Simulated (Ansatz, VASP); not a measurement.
**In4Ru in VASP and in Ansatz**

INCAR

```
SYSTEM = In4Ru
  ALGO = Normal
  EDIFF = 1E-6
  EDIFFG = -0.04
  ENCUT = 600
  GGA = PE
  IBRION = 2
  ISIF = 3
  ISMEAR = 0
  LASPH = .True.
  LCHARG = .False.
  LREAL = .False.
  LWAVE = .False.
  NELM = 100
  NSW = 90
  PREC = Accurate
  SIGMA = 0.1
```

KPOINTS

```
k-points
0
Gamma
  4 4 4
  0 0 0
```

File POSCAR:

```
In4Ru
1.0
   -3.0753658700      3.0753658700      3.0753658700
    3.0753658700     -3.0753658700      3.0753658700
    3.0753658700      3.0753658700     -3.0753658700
In Ru
4 1
Direct
    0.0000000000      0.0000000000      0.5000000000
    0.5000000000      0.0000000000      0.0000000000
    0.0000000000      0.5000000000      0.0000000000
    0.5000000000      0.5000000000      0.5000000000
    0.0000000000      0.0000000000      0.0000000000
```

Input for Ansatz:

```yaml
crystal:
  lattice:
    - [-3.07536587, 3.07536587, 3.07536587]
    - [3.07536587, -3.07536587, 3.07536587]
    - [3.07536587, 3.07536587, -3.07536587]
  atoms:
    - { symbol: In, position: [0.0, 0.0, 0.5] }
    - { symbol: In, position: [0.5, 0.0, 0.0] }
    - { symbol: In, position: [0.0, 0.5, 0.0] }
    - { symbol: In, position: [0.5, 0.5, 0.5] }
    - { symbol: Ru, position: [0.0, 0.0, 0.0] }
basis:
  ecutwfc: 420
kpoints:
  mp_grid: { grid: [4, 4, 4] }
hamiltonian:
  xc: pbe
scf:
  occupations: { method: gaussian, width: 0.1 }
  lower_state_search: "off"
output:
  forces: true
  stress: true
  eigenvalues: true
relax:
  adjacent_minimum: "off"
  f_tol: 0.04
  max_steps: 70
  cell: { stress_tol: 0.4 }
```

Change from the starting cell: species swapped into the Hg4Pt type (Im-3m, No. 229).

Alike in both runs: task relaxation of cell and atoms; functional PBE; k mesh 4 × 4 × 4; occupations gaussian, width 0.1 eV; no spin polarisation.

|  | VASP | Ansatz |
| --- | --- | --- |
| version | VASP 6.6.1 | Ansatz 0.2.0 |
| potentials or method | VASP PAW PBE potentials, release 64 (In_d, Ru_pv), cutoff 600 eV | scalar-relativistic, plane waves, PAW |
| valence electrons in the cell | 66 | 68 |

VASP gave:

| Item | Value |
| --- | --- |
| gap on the k mesh at the Fermi level, each at its own relaxed structure (eV) | none |
| relaxed volume (Å³/atom) | 24.76 |
| relaxed cell length with the largest relative difference (Å) | 5.438 |

Question: Estimate Ansatz's values.

Answer: gap on the k mesh at the Fermi level, each at its own relaxed structure (eV): none; relaxed volume (Å³/atom): 24.79; relaxed cell length with the largest relative difference (Å): 5.440.

A gap of «none» marks a metal or a gap that the smearing closes. VASP's potentials hold 66 valence electrons a cell and Ansatz's 68, so a difference there can come from the potentials and not from the codes.

The k mesh is coarse, so the values compare programs but aren't converged.
